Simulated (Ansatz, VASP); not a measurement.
# AlN in VASP and in Ansatz

```
Al N
1.0
     3.10649    0.00000    0.00000
    -1.55325    2.69030    0.00000
     0.00000    0.00000    4.97802
Al N
2 2
Direct
  0.33333 0.66667 0.00018
  0.66667 0.33333 0.50018
  0.33333 0.66667 0.38182
  0.66667 0.33333 0.88182
```

Alike in both runs: functional r2SCAN; k mesh 12 × 12 × 6; occupations gaussian, width 0.02 eV; no spin polarisation.

Ansatz relaxed the structure, and its values are those at the end. VASP's run is a single point on that final structure, the one shown.

|  | VASP | Ansatz |
| --- | --- | --- |
| version | VASP 6.6.1 | Ansatz 0.2.0 |
| potentials or method | VASP PAW PBE potentials, release 64 (Al, N), cutoff 520 eV | scalar-relativistic, plane waves, PAW |
| valence electrons in the cell | 16 | 16 |

VASP gave:

```
gap on the k mesh at the Fermi level (eV) : 4.92
least direct gap on the mesh (eV)         : 4.92
pressure (GPa)                            : -0.3
```

**Question.** What did Ansatz give for the same quantities?

**Answer.** gap on the k mesh at the Fermi level (eV): 4.87; least direct gap on the mesh (eV): 4.87; pressure (GPa): 0.0.

VASP's potentials were made for PBE, not for r2SCAN. The functional is the same, so the differences come from potentials, cutoffs and numerics.
